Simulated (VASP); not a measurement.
Input of a VASP 6.6.1 run:

INCAR

```
SYSTEM = GaAs
PREC = Accurate
ENCUT = 500
EDIFF = 1E-6
ISMEAR = 0
SIGMA = 0.01
LREAL = .False.
LASPH = .True.
NELM = 120
ALGO = Normal
ISIF = 2
LWAVE = .False.
LCHARG = .False.
GGA = PS
NBANDS = 16
GGA_COMPAT = .False.
```

Contents of KPOINTS:

```
regular mesh
0
Gamma
  4 4 4
  0 0 0
```

The input POSCAR:

```
GaAs
1.0
    0.0000000000      2.8268500000      2.8268500000
    2.8268500000      0.0000000000      2.8268500000
    2.8268500000      2.8268500000      0.0000000000
Ga As
1 1
Direct
    0.0000000000      0.0000000000      0.0000000000
    0.2500000000      0.2500000000      0.2500000000
```

Potentials or basis: VASP PAW PBE potentials, release 64 (Ga_d, As).

Run with:

```console
$ cat potpaw_PBE.64/Ga_d/POTCAR potpaw_PBE.64/As/POTCAR > POTCAR
$ mpirun -np 1 vasp_std > vasp.out
```

(1) Estimate the band gap on the k mesh.

(2) Predict the pressure.

Results:

(1) 0.44 eV, direct.

(2) 0.6 GPa.

Caveat: the k points lie up to 0.48 Å⁻¹ apart; the PAW data sets were made with another functional, which shifts forces and pressure a little.
